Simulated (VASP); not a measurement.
# Zn (Fm-3m) in VASP: settings compared

The runs below take Zn through single point, with RPBE+D4, revPBE+D3(BJ), revPBE+D4, BLYP+D3(BJ), BLYP+D4.

Program: VASP 6.6.1. These are calculated values, not measurements. Logs are shortened: lines on timing, memory, paths and dates and some standing lists are left out, and cuts for length are marked.

## (1) The cell of the first run

Symmetry: Fm-3m, No. 225, cubic system. Conventional cell: a = 3.864 Å, b = 3.864 Å, c = 3.864 Å, α = 90.00°, β = 90.00°, γ = 90.00°. Zn (site symmetry m-3m) has 12 Zn at 2.73 Å within 3.6 Å.

This isn't the form of Zn at room conditions, which is hcp.

## (2) Single point, RPBE+D4

The input, INCAR:

```
ALGO = Normal
EDIFF = 1E-7
ENCUT = 520
GGA = RP
ISIF = 2
ISMEAR = -1
IVDW = 13
LASPH = True
LCHARG = False
LREAL = False
LWAVE = False
NBANDS = 12
NELM = 80
PREC = Accurate
SIGMA = 0.05
```

The input, KPOINTS:

```
k-points
0
Gamma
  12 12 12
```

The input, POSCAR:

```
Zn
1.0
    0.0000000000      1.9318863322      1.9318863322
    1.9318863322      0.0000000000      1.9318863322
    1.9318863322      1.9318863322      0.0000000000
Zn
1
Direct
    0.0000000000      0.0000000000      0.0000000000
```

Potentials or basis: VASP PAW PBE potentials, release 64 (Zn).

Launch:

```
cat potpaw_PBE.64/Zn/POTCAR > POTCAR
mpirun -np 1 vasp_std > vasp.out
```

OUTCAR:

```text
EDIFF = 1E-7
   ENCUT = 520
   GGA = RP
   ISIF = 2
   ISMEAR = -1
   IVDW = 13
   LASPH = True
   LREAL = False
   NELM = 80
   PREC = Accurate

 ion  position               nearest neighbor table
   1  0.000  0.000  0.000-

  LATTYP: Found a face centered cubic cell.
 ALAT       =     3.8637726644

  Lattice vectors:

 A1 = (   0.0000000000,   1.9318863322,   1.9318863322)
 A2 = (   1.9318863322,   0.0000000000,   1.9318863322)
 A3 = (   1.9318863322,   1.9318863322,   0.0000000000)

Analysis of symmetry for initial positions (statically):
=====================================================================
 Subroutine PRICEL returns:
 Original cell was already a primitive cell.

 Routine SETGRP: Setting up the symmetry group for a
 face centered cubic supercell.

 Subroutine GETGRP returns: Found 48 space group operations
 (whereof 48 operations were pure point group operations)
 out of a pool of 48 trial point group operations.

The static configuration has the point symmetry O_h .

Analysis of symmetry for dynamics (positions and initial velocities):
=====================================================================
 Subroutine PRICEL returns:
 Original cell was already a primitive cell.

 Routine SETGRP: Setting up the symmetry group for a
 face centered cubic supercell.

 Subroutine GETGRP returns: Found 48 space group operations
 (whereof 48 operations were pure point group operations)
 out of a pool of 48 trial point group operations.

The dynamic configuration has the point symmetry O_h .

 Subroutine INISYM returns: Found 48 space group operations
 (whereof 48 operations are pure point group operations),
 and found     1 'primitive' translations

----------------------------------------------------------------------------------------

                                     Primitive cell

  volume of cell :      14.4203

  direct lattice vectors                    reciprocal lattice vectors
     0.000000000  1.931886332  1.931886332    -0.258814399  0.258814399  0.258814399
     1.931886332  0.000000000  1.931886332     0.258814399 -0.258814399  0.258814399
     1.931886332  1.931886332  0.000000000     0.258814399  0.258814399 -0.258814399

  length of vectors
     2.732099852  2.732099852  2.732099852     0.448279689  0.448279689  0.448279689

  position of ions in fractional coordinates (direct lattice)
     0.000000000  0.000000000  0.000000000

  ion indices of the primitive-cell ions
   primitive index   ion index
                 1           1

----------------------------------------------------------------------------------------

 KPOINTS: k-points

Automatic generation of k-mesh.
[... 79 lines left out ...]
   EMIN   =  10.00;   EMAX   =-10.00  energy-range for DOS
   EFERMI =   0.00;   METHOD = LEGACY
   ISMEAR =    -1;   SIGMA  =   0.05  broadening in eV -4-tet -1-fermi 0-gaus
   EFERMI_NEDOS =   21; number of points for ismear=-14 and -15
   IALGO  =     38    algorithm
   IMIX   =      4    mixing-type and parameters
     AMIX     =   0.40;   BMIX     =  1.00
     AMIX_MAG =   1.60;   BMIX_MAG =  1.00
  volume/ion in A,a.u.               =      14.42        97.31
  Fermi-wavevector in a.u.,A,eV,Ry     =   1.539845  2.909885 32.261082  2.371123
  Thomas-Fermi vector in A             =   2.646016
   LORBIT       =      0    0 simple, 1 ext, 2 COOP (PROOUT), +10 PAW based schemes
   GGA     = RP    functional components
   LHFCALC =     F    Hartree Fock is set to
   AEXX    =    0.0000 exact exchange contribution
   IVDW    =    13    specifies the selected vdW correction
   LEPSILON=     F    determine dielectric tensor
   LRPA    =     F    only Hartree local field effects (RPA)
 non-spin polarized calculation
  energy-cutoff  :      520.00
  volume of cell :       14.42
 maximum number of plane-waves:       399
   NGX = 11   NGY = 11   NGZ = 11

 number of electron      12.0000000 magnetization

 Free energy of the ion-electron system (eV)
  ---------------------------------------------------
  ext. energy  EPLUGINS =         0.00000000
  ---------------------------------------------------
  free energy    TOTEN  =        -0.68368179 eV

  energy without entropy =       -0.68085310  energy(sigma->0) =       -0.68226745

 E-fermi :   3.5591     XC(G=0): -11.7119

 val. band max:        3.5261639370   @ k =  -0.3333   0.3333   0.1667
 cond. band min:       3.6538061244   @ k =  -0.4167   0.0833   0.0000
 fundamental gap:      0.1276421874
 Fermi energy:         3.5591239653

 k-point     1 :       0.0000    0.0000    0.0000
  band No.  band energies     occupation
      1      -7.1603      2.00000
      2      -4.1569      2.00000
      3      -4.1569      2.00000
      4      -4.1569      2.00000
      5      -3.7403      2.00000
      6      -3.7403      2.00000
      7      22.6595      0.00000
      8      22.6596      0.00000
      9      22.6596      0.00000
     10      22.8005      0.00000
     11      25.2798      0.00000
     12      25.2798      0.00000
[... 331 lines left out ...]
 k-point    24 :      -0.4167    0.1667    0.0000
  band No.  band energies     occupation
      1      -4.7283      2.00000
      2      -4.2594      2.00000
      3      -4.0072      2.00000
      4      -3.7936      2.00000
      5      -3.4799      2.00000
      6       1.1928      2.00000
      7       3.2903      1.99080
      8      13.3502      0.00000
      9      17.2006      0.00000
     10      19.4329      0.00000
     11      26.7410      0.00000
     12      27.8332      0.00000

 [... further k-points ...]

------------------------ aborting loop because EDIFF is reached ----------------------------------------

  DFT-D4 for vdW energy calculation

  Edisp (eV):   -0.67809

  FORCE on cell =-STRESS in cart. coord.  units (eV):
  Direction    XX          YY          ZZ          XY          YZ          ZX
  --------------------------------------------------------------------------------------
  -------------------------------------------------------------------------------------
  Total       0.03361     0.03361     0.03361     0.00000     0.00000     0.00000
  in kB       3.73469     3.73469     3.73469     0.00000     0.00000     0.00000
  external pressure =        3.73 kB  Pullay stress =        0.00 kB

 VOLUME and BASIS-vectors are now :
 -----------------------------------------------------------------------------
  energy-cutoff  :      520.00
  volume of cell :       14.42
      direct lattice vectors                 reciprocal lattice vectors
     0.000000000  1.931886332  1.931886332    -0.258814399  0.258814399  0.258814399
     1.931886332  0.000000000  1.931886332     0.258814399 -0.258814399  0.258814399
     1.931886332  1.931886332  0.000000000     0.258814399  0.258814399 -0.258814399

 POSITION                                       TOTAL-FORCE (eV/Angst)
 -----------------------------------------------------------------------------------
      0.00000      0.00000      0.00000         0.000000      0.000000      0.000000
 -----------------------------------------------------------------------------------
    total drift:                                0.000000      0.000000      0.000000

  FREE ENERGIE OF THE ION-ELECTRON SYSTEM (eV)
  ---------------------------------------------------
  free  energy   TOTEN  =        -1.3617698671 eV

  energy  without entropy=       -1.3589411770  energy(sigma->0) =       -1.36035552
```

stdout:

```text
POSCAR found type information on POSCAR Zn
 POSCAR found :  1 types and       1 ions
 scaLAPACK will be used
 -----------------------------------------------------------------------------
|                                                                             |
|                                                                             |
|     You enforced a specific xc type in the INCAR file but a different       |
|     I HOPE YOU KNOW WHAT YOU ARE DOING!                                     |
|                                                                             |
 -----------------------------------------------------------------------------

 LDA part: xc-table for (Slater+PW92), standard interpolation
 POSCAR, INCAR and KPOINTS ok, starting setup
 FFT: planning ... GRIDC
 FFT: planning ... GRID_SOFT
 FFT: planning ... GRID
 WAVECAR not read
 entering main loop
```

It took 13 s on 1 thread of Intel Xeon 8259CL, shared host; peak memory 0.13 GiB.

Results:

| Item | Value |
| --- | --- |
| Free energy | -1.3618 eV |
| Pressure | 0.4 GPa |
| Band gap on the k mesh | zero (bands 6 and 7 overlap by 3.54 eV) |
| Dispersion energy per atom | -0.678 eV |

Levels at points of the mesh, in eV from the Fermi level:
```csv
k point,band 2,band 3,band 4,band 5,band 6,band 7,band 8,band 9,band 10,band 11
"(0.00, 0.00, 0.00)",-7.72,-7.72,-7.72,-7.30,-7.30,19.10,19.10,19.10,19.24,21.72
"(0.50, 0.00, 0.00)",-7.72,-7.72,-6.99,-6.99,-3.09,-1.22,15.97,15.97,17.75,19.51
"(0.50, 0.50, 0.00)",-8.39,-7.01,-6.91,-6.91,-1.09,1.99,8.76,8.76,12.40,13.86
```

Caveat: the PAW data sets were made with another functional, which shifts forces and pressure a little.

## (3) Single point, revPBE+D3(BJ)

This run uses another cell than the first one, of 13.82 Å³/atom.

The input, INCAR:

```
SYSTEM = Zn
ALGO = Fast ; EDIFF = 1E-6
ENCUT = 520 ; GGA = RE
ISIF = 2 ; ISMEAR = -1
IVDW = 12 ; LASPH = .TRUE.
LCHARG = .FALSE. ; LREAL = .FALSE.
LWAVE = .FALSE. ; NBANDS = 12
NELM = 60 ; PREC = Accurate
SIGMA = 0.05
```

The input, KPOINTS:

```
k-points
0
G
  12 12 12
  0 0 0
```

The input, POSCAR:

```
Zn
1.0
    0.0000000000      1.9048860274      1.9048860274
    1.9048860274      0.0000000000      1.9048860274
    1.9048860274      1.9048860274      0.0000000000
Zn
1
Direct
    0.0000000000      0.0000000000      0.0000000000
```

Potentials or basis: VASP PAW PBE potentials, release 64 (Zn).

Launch:

```
cat potpaw_PBE.64/Zn/POTCAR > POTCAR
mpirun -np 1 vasp_std > vasp.out
```

OUTCAR:

```text
SYSTEM = Zn
   EDIFF = 1E-6
   ENCUT = 520
   GGA = RE
   ISIF = 2
   ISMEAR = -1
   IVDW = 12
   LASPH = .TRUE.
   LREAL = .FALSE.
   NELM = 60
   PREC = Accurate
 IVDW          = 12

 ion  position               nearest neighbor table
   1  0.000  0.000  0.000-

  LATTYP: Found a face centered cubic cell.
 ALAT       =     3.8097720548

  Lattice vectors:

 A1 = (   0.0000000000,   1.9048860274,   1.9048860274)
 A2 = (   1.9048860274,   0.0000000000,   1.9048860274)
 A3 = (   1.9048860274,   1.9048860274,   0.0000000000)

Analysis of symmetry for initial positions (statically):
=====================================================================
 Subroutine PRICEL returns:
 Original cell was already a primitive cell.

 Routine SETGRP: Setting up the symmetry group for a
 face centered cubic supercell.

 Subroutine GETGRP returns: Found 48 space group operations
 (whereof 48 operations were pure point group operations)
 out of a pool of 48 trial point group operations.

The static configuration has the point symmetry O_h .

Analysis of symmetry for dynamics (positions and initial velocities):
[... 167 lines left out ...]
      2      -4.0029      2.00000
      3      -4.0028      2.00000
      4      -4.0028      2.00000
      5      -3.5514      2.00000
      6      -3.5514      2.00000
      7      23.4290      0.00000
      8      23.5335      0.00000
      9      23.5336      0.00000
     10      23.5336      0.00000
     11      26.1258      0.00000
     12      26.1258      0.00000
[... 331 lines left out ...]
 k-point    24 :      -0.4167    0.1667    0.0000
  band No.  band energies     occupation
      1      -4.6333      2.00000
      2      -4.1174      2.00000
      3      -3.8419      2.00000
      4      -3.6228      2.00000
      5      -3.2712      2.00000
      6       1.3766      2.00000
      7       3.6186      1.98170
      8      13.9193      0.00000
      9      17.8793      0.00000
     10      20.1104      0.00000
     11      27.6397      0.00000
     12      28.7539      0.00000

 [... further k-points ...]

------------------------ aborting loop because EDIFF is reached ----------------------------------------

 Edisp (eV)   -0.85858

 E8    (eV) :    -0.5922

  FORCE on cell =-STRESS in cart. coord.  units (eV):
  Direction    XX          YY          ZZ          XY          YZ          ZX
  --------------------------------------------------------------------------------------
  -------------------------------------------------------------------------------------
  Total       0.02827     0.02827     0.02827     0.00000    -0.00000     0.00000
  in kB       3.27591     3.27591     3.27591     0.00000    -0.00000     0.00000
  external pressure =        3.28 kB  Pullay stress =        0.00 kB

 VOLUME and BASIS-vectors are now :
 -----------------------------------------------------------------------------
  energy-cutoff  :      520.00
  volume of cell :       13.82
      direct lattice vectors                 reciprocal lattice vectors
     0.000000000  1.904886027  1.904886027    -0.262482895  0.262482895  0.262482895
     1.904886027  0.000000000  1.904886027     0.262482895 -0.262482895  0.262482895
     1.904886027  1.904886027  0.000000000     0.262482895  0.262482895 -0.262482895

 POSITION                                       TOTAL-FORCE (eV/Angst)
 -----------------------------------------------------------------------------------
      0.00000      0.00000      0.00000        -0.000000      0.000000     -0.000000
 -----------------------------------------------------------------------------------
    total drift:                                0.000000      0.000000      0.000000

  FREE ENERGIE OF THE ION-ELECTRON SYSTEM (eV)
  ---------------------------------------------------
  free  energy   TOTEN  =        -1.5834501324 eV

  energy  without entropy=       -1.5810934194  energy(sigma->0) =       -1.58227178
```

stdout:

```text
POSCAR found type information on POSCAR Zn
 POSCAR found :  1 types and       1 ions
 scaLAPACK will be used
 -----------------------------------------------------------------------------
|                                                                             |
|                                                                             |
|     You enforced a specific xc type in the INCAR file but a different       |
|     I HOPE YOU KNOW WHAT YOU ARE DOING!                                     |
|                                                                             |
 -----------------------------------------------------------------------------

 LDA part: xc-table for (Slater+PW92), standard interpolation
 POSCAR, INCAR and KPOINTS ok, starting setup
 FFT: planning ... GRIDC
 FFT: planning ... GRID_SOFT
 FFT: planning ... GRID
 WAVECAR not read
 entering main loop
```

Run time: 14 s. Hardware: 1 thread of Intel Xeon 8259CL, shared host; peak memory 0.14 GiB.

Results:

```
Free energy                : -1.5835 eV
Pressure                   : 0.3 GPa
Band gap on the k mesh     : zero (bands 6 and 7 overlap by 3.51 eV)
Dispersion energy per atom : -0.859 eV
```

Caveat: the PAW data sets were made with another functional, which shifts forces and pressure a little.

(Part 1 of 2 ends here.)
